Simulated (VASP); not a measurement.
# Si3O2 (P4/mmm) in VASP: notebook, part 3 of 3

VASP 6.6.1.

### 6 Single point, PBE, collinear spin, ferromagnetic start

This run uses another cell than the first one, of 13.66 Å³/atom, 1.063 times its volume.

File INCAR:

```
  PREC = Accurate
  ENCUT = 520
  EDIFF = 1E-7
  ISMEAR = 0
  SIGMA = 0.1
  LREAL = F
  LASPH = T
  NELM = 150
  ALGO = Normal
  ISIF = 2
  LWAVE = F
  LCHARG = F
  ISPIN = 2
  MAGMOM = 0 0 0 1 1
  LORBIT = 11
  GGA = PE
  NBANDS = 24
```

File KPOINTS:

```
regular mesh
0
Gamma
  6 6 2
```

File POSCAR:

```
Si3O2
1.0
    2.8254265800      0.0000000000      0.0000000000
    0.0000000000      2.8254265800      0.0000000000
    0.0000000000      0.0000000000      8.5562183100
Si O
3 2
Direct
    0.0000000000      0.0000000000      0.3350262800
    0.0000000000      0.0000000000      0.6649737200
    0.0000000000      0.0000000000      0.0000000000
    0.0000000000      0.0000000000      0.5000000000
    0.5000000000      0.5000000000      0.0000000000
```

Potentials or basis: VASP PAW PBE potentials, release 64 (Si, O).

The run is started by

```sh
$ cat potpaw_PBE.64/Si/POTCAR potpaw_PBE.64/O/POTCAR > POTCAR
$ mpirun -np 1 vasp_std > vasp.out
```

OUTCAR:

```text
PREC = Accurate
   ENCUT = 520
   EDIFF = 1E-7
   ISMEAR = 0
   LREAL = F
   LASPH = T
   NELM = 150
   ISIF = 2
   ISPIN = 2
   LORBIT = 11
   GGA = PE

 ion  position               nearest neighbor table
   1  0.000  0.000  0.335-   4 1.41   2 2.82   3 2.87
   2  0.000  0.000  0.665-   4 1.41   1 2.82   3 2.87
   3  0.000  0.000  0.000-   5 2.00   5 2.00   5 2.00   5 2.00   1 2.87   2 2.87
   4  0.000  0.000  0.500-   1 1.41   2 1.41
   5  0.500  0.500  0.000-   3 2.00   3 2.00   3 2.00   3 2.00

  LATTYP: Found a simple tetragonal cell.
 ALAT       =     2.8254265800
 C/A-ratio  =     3.0282925667

[... 1307 lines left out ...]
     0.000000000  0.000000000  8.556218310     0.000000000  0.000000000  0.116874063

 POSITION                                       TOTAL-FORCE (eV/Angst)
 -----------------------------------------------------------------------------------
      0.00000      0.00000      2.86656         0.000000     -0.000000    -15.529938
      0.00000      0.00000      5.68966        -0.000000      0.000000     15.529938
      0.00000      0.00000      0.00000        -0.000000     -0.000000     -0.000000
      0.00000      0.00000      4.27811        -0.000000     -0.000000     -0.000000
      1.41271      1.41271      0.00000        -0.000000     -0.000000     -0.000000
 -----------------------------------------------------------------------------------
    total drift:                                0.000000     -0.000000     -0.000000

  FREE ENERGIE OF THE ION-ELECTRON SYSTEM (eV)
  ---------------------------------------------------
  free  energy   TOTEN  =       -26.2158962303 eV

  energy  without entropy=      -26.2115567646  energy(sigma->0) =      -26.21372650

 total charge

# of ion       s       p       d       tot
------------------------------------------
    1        0.791   0.984   0.000   1.775
    2        0.791   0.984   0.000   1.775
    3        0.877   0.565   0.000   1.442
    4        1.621   3.933   0.000   5.554
    5        1.598   3.414   0.000   5.012
--------------------------------------------------
tot          5.677   9.880   0.000  15.557

 magnetization (x)

# of ion       s       p       d       tot
------------------------------------------
    1        0.000   0.000   0.000   0.000
    2        0.000   0.000   0.000   0.000
    3       -0.000  -0.000   0.000  -0.000
    4        0.000   0.000   0.000   0.000
    5        0.000   0.000   0.000   0.000
--------------------------------------------------
tot          0.000   0.000   0.000   0.000
```

OSZICAR:

```text
N       E                     dE             d eps       ncg     rms          rms(c)
DAV:   1     0.873706368846E+02    0.87371E+02   -0.11366E+04  1928   0.877E+02
DAV:   2    -0.233906340771E+02   -0.11076E+03   -0.10616E+03  2368   0.192E+02
DAV:   3    -0.292344991374E+02   -0.58439E+01   -0.58074E+01  2488   0.418E+01
DAV:   4    -0.292747584037E+02   -0.40259E-01   -0.40253E-01  2232   0.404E+00
DAV:   5    -0.292751263883E+02   -0.36798E-03   -0.36798E-03  2544   0.371E-01    0.188E+01
DAV:   6    -0.261288395094E+02    0.31463E+01   -0.11141E+01  2120   0.222E+01    0.935E+00
DAV:   7    -0.262191093283E+02   -0.90270E-01   -0.13244E+00  2312   0.585E+00    0.359E+00
DAV:   8    -0.262146886231E+02    0.44207E-02   -0.23047E-01  2376   0.204E+00    0.184E+00
DAV:   9    -0.262138241032E+02    0.86452E-03   -0.38813E-02  2344   0.899E-01    0.695E-01
DAV:  10    -0.262153947330E+02   -0.15706E-02   -0.68261E-03  2152   0.464E-01    0.191E-01
DAV:  11    -0.262157162855E+02   -0.32155E-03   -0.66939E-04  2240   0.127E-01    0.113E-01
DAV:  12    -0.262158685522E+02   -0.15227E-03   -0.18899E-04  2112   0.706E-02    0.450E-02
DAV:  13    -0.262158893074E+02   -0.20755E-04   -0.23806E-05  2280   0.257E-02    0.173E-02
DAV:  14    -0.262158939465E+02   -0.46391E-05   -0.28886E-06  2080   0.826E-03    0.838E-03
DAV:  15    -0.262158959400E+02   -0.19935E-05   -0.18035E-06  2184   0.623E-03    0.191E-03
DAV:  16    -0.262158961925E+02   -0.25245E-06   -0.30757E-07  2232   0.297E-03    0.129E-03
DAV:  17    -0.262158962303E+02   -0.37826E-07   -0.47889E-08  1888   0.109E-03
   1 F= -.26215896E+02 E0= -.26213726E+02  d E =-.433947E-02  mag=     0.0000
```

Wall time 2.3 min (1 thread of AMD EPYC, shared host); peak memory 0.19 GiB.

Results:

```yaml
Free_energy: -26.2159 eV
Pressure: 28.1 GPa
Largest_force: 15.530 eV/Å
Band_gap_on_the_k_mesh: zero (filled and empty bands overlap)
Net_moment: 0.00 μB per cell
Valence_electrons_inside_the_program's_atomic_spheres: Si 1.77, 1.44; O 5.55, 5.01
```

Forces on the atoms (eV/Å):
```
Si    0.000   0.000 -15.530
Si    0.000   0.000  15.530
Si    0.000   0.000   0.000
O     0.000   0.000   0.000
O     0.000   0.000   0.000
```

Caveat: the k points lie up to 0.37 Å⁻¹ apart; forces of over 1 eV/Å act on the atoms, so gaps and moduli don't describe the material at rest.

### 7 Single point, PBE

This run uses another cell than the first one, of 12.96 Å³/atom, 1.008 times its volume.

File INCAR:

```
PREC = Accurate
ENCUT = 520
EDIFF = 1E-6
ISMEAR = 0
SIGMA = 0.1
LREAL = False
LASPH = True
NELM = 60
ALGO = Normal
ISIF = 2
LWAVE = False
LCHARG = False
GGA = PE
NBANDS = 20
```

File KPOINTS:

```
Automatic mesh
0
Gamma
  14 14 6
```

File POSCAR:

```
Si3O2
1.0
    2.7750147022      0.0000000000      0.0000000000
    0.0000000000      2.7750147022      0.0000000000
    0.0000000000      0.0000000000      8.4119520496
Si O
3 2
Direct
    0.0000000000      0.0000000000      0.3033100834
    0.0000000000      0.0000000000      0.6966899166
    0.0000000000      0.0000000000      0.0000000000
    0.0000000000      0.0000000000      0.5000000000
    0.5000000000      0.5000000000      0.0000000000
```

The run is started by

```sh
$ cat potpaw_PBE.64/Si/POTCAR potpaw_PBE.64/O/POTCAR > POTCAR
$ mpirun -np 1 vasp_std > vasp.out
```

Run time: 5.3 min. Hardware: 1 thread of AMD EPYC, shared host; peak memory 0.25 GiB.

The run converged. Its results:

| Item | Value |
| --- | --- |
| Free energy | -29.4102 eV |
| Pressure | 0.1 GPa |
| Largest force | 0.029 eV/Å |
| Band gap on the k mesh | zero (band 12 reaches 8.72 eV, above the bottom of band 13 at 6.51 eV) |

Forces on the atoms (eV/Å):
```
Si   0.000  0.000 -0.029
Si   0.000  0.000  0.029
Si   0.000  0.000  0.000
O    0.000  0.000  0.000
O    0.000  0.000  0.000
```

Stress tensor (GPa, compression positive):
```
0.07 0.00 0.00
0.00 0.07 0.00
0.00 0.00 0.19
```

Levels at points of the mesh, in eV from the Fermi level:
| k point | band 8 | band 9 | band 10 | band 11 | band 12 | band 13 | band 14 | band 15 | band 16 | band 17 |
| --- | --- | --- | --- | --- | --- | --- | --- | --- | --- | --- |
| (0.00, 0.00, 0.00) | -4.13 | -3.96 | -3.21 | -3.21 | 1.40 | 3.11 | 4.93 | 6.55 | 6.55 | 7.45 |
| (0.50, 0.00, 0.00) | -5.16 | -5.02 | -2.96 | -2.89 | -1.97 | 1.27 | 1.84 | 2.32 | 6.06 | 6.27 |
| (0.50, 0.50, 0.00) | -5.54 | -4.77 | -2.43 | -1.38 | -1.38 | 0.46 | 0.46 | 0.87 | 3.13 | 4.25 |
| (0.00, 0.00, 0.50) | -5.61 | -3.21 | -3.21 | -2.87 | 0.40 | 4.80 | 4.94 | 6.66 | 6.66 | 7.15 |
| (0.50, 0.00, 0.50) | -5.82 | -3.79 | -3.77 | -2.89 | -1.12 | 0.47 | 1.86 | 2.12 | 6.03 | 7.53 |
| (0.50, 0.50, 0.50) | -5.38 | -4.77 | -2.87 | -1.06 | -1.06 | -0.04 | -0.04 | 1.80 | 3.37 | 3.91 |

### 8 The runs side by side

| task | spin | cell | k mesh | cutoff (eV) | gap on the mesh (eV) | pressure (GPa) | moment (μB) | largest force (eV/Å) |
| --- | --- | --- | --- | --- | --- | --- | --- | --- |
| single point | off | a = 2.768, b = 2.768, c = 8.393 Å, 5 atoms | 6 × 6 × 2 | 520 | none | 0.0 | - | 0.04 |
| single point | off | a = 2.825, b = 2.825, c = 8.556 Å, 5 atoms | 6 × 6 × 2 | 520 | none | 28.1 | - | 15.53 |
| relaxation of cell and atoms | off | relaxed from a = 2.825, b = 2.825, c = 8.556 Å, 5 atoms | 6 × 6 × 2 | 600 | none | 0.2 | - | 0.02 |
| single point | collinear, ferromagnetic start | a = 2.768, b = 2.768, c = 8.393 Å, 5 atoms | 6 × 6 × 2 | 520 | none | 0.0 | 0.00 | 0.04 |
| single point | collinear, ferromagnetic start | a = 2.825, b = 2.825, c = 8.556 Å, 5 atoms | 6 × 6 × 2 | 520 | none | 28.1 | 0.00 | 15.53 |
| single point | off | a = 2.775, b = 2.775, c = 8.412 Å, 5 atoms | 14 × 14 × 6 | 520 | none | 0.1 | - | 0.03 |

Alike in all rows: level PBE; potentials or basis VASP PAW PBE potentials, release 64 (Si, O); smearing gaussian 0.1 eV.

Caveats: some runs use coarse meshes; forces of over 1 eV/Å act on the atoms, so gaps and moduli don't describe the material at rest (some runs).

Total energies depend on the potentials used, so only differences within one code and one set of settings carry meaning.
